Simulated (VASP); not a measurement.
Si2W:

```
CELL_PARAMETERS angstrom
4.61685 0.00000 0.00000
-2.30843 3.99831 0.00000
0.00000 0.00000 6.65322
ATOMIC_POSITIONS crystal
W 0.50000 0.00000 0.50000
W 0.50000 0.50000 0.83333
W 0.00000 0.50000 0.16667
Si 0.32725 0.16363 0.16667
Si 0.83637 0.16363 0.83333
Si 0.16363 0.32725 0.50000
Si 0.67275 0.83637 0.16667
Si 0.16363 0.83637 0.83333
Si 0.83637 0.67275 0.50000
```

Base run:

```yaml
Program: VASP 6.6.1
Functional: LDA
Potentials_or_basis: VASP PAW LDA potentials, release 64 (W_sv, Si)
Cutoff: 520 eV
k_mesh: 5 × 5 × 3
Occupations: fermi-dirac, width 0.05 eV
Spin: no spin polarisation
Hubbard_terms: W d U = 2.0 eV
```

Its results: band gap on the k mesh 0.43 eV, indirect (least direct gap 0.97 eV); pressure -7.0 GPa; largest force 0.025 eV/Å.

Q: After a change of settings the same cell gave: band gap on the k mesh 0.47 eV, indirect (least direct gap 1.07 eV); pressure -5.2 GPa; largest force 0.013 eV/Å. Which change was it?
A. hubbard terms from W d U = 2.0 eV to W d U = 8.0 eV; further incar settings from ALGO = Normal; EDIFF = 1e-07; NBANDS = 43 to ALGO = Normal; EDIFF = 1e-06; NBANDS = 43
B. hubbard terms from W d U = 2.0 eV to none; further incar settings from ALGO = Normal; EDIFF = 1e-07; NBANDS = 43 to ALGO = Normal; EDIFF = 1e-06; NBANDS = 43
C. hubbard terms from W d U = 2.0 eV to W d U = 4.0 eV

A: C.

Caveats: spin-orbit coupling is left out, which moves the levels of the heavy elements; the U is typed as a test and isn't derived for this compound.
